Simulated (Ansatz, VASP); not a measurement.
**Two plane-wave programs on ZnSe**

```
CELL_PARAMETERS angstrom
3.86300 0.00000 0.00000
0.00000 3.86300 0.00000
0.00000 0.00000 4.94080
ATOMIC_POSITIONS crystal
Zn 0.00000 0.00000 0.00000
Zn 0.50000 0.50000 0.00000
Se 0.00000 0.50000 0.27970
Se 0.50000 0.00000 0.72030
```

Alike in both runs: task single point; functional LDA; k mesh 8 × 8 × 6; occupations gaussian, width 0.05 eV; no spin polarisation.

|  | VASP | Ansatz |
| --- | --- | --- |
| version | VASP 6.6.1 | Ansatz 0.2.0 |
| potentials or method | VASP PAW LDA potentials, release 64 (Zn, Se), cutoff 520 eV | scalar-relativistic, plane waves, PAW |
| valence electrons in the cell | 36 | 56 |

|  | VASP | Ansatz | Ansatz less VASP |
| --- | --- | --- | --- |
| gap on the k mesh at the Fermi level (eV) | 1.42 | 1.42 | +0.001 |
| least direct gap on the mesh (eV) | 1.42 | 1.42 | +0.001 |
| pressure (GPa) | 12.4 | 11.7 | -0.65 |
| traceless stress, the component that is largest in VASP (GPa) | -0.07 | -0.01 | +0.054 |
| rms of the force components (eV/Å) | 0.688 | 0.649 | -0.0390 |

Ansatz warns that its potentials were made for another functional, while VASP's fit it. LDA's correlation is that of Perdew and Zunger in VASP and of Perdew and Wang (1992) in Ansatz. Atom by atom the forces differ by 0.039 eV/Å (rms over components). VASP's potentials hold 36 valence electrons a cell and Ansatz's 56, so a difference there can come from the potentials and not from the codes.
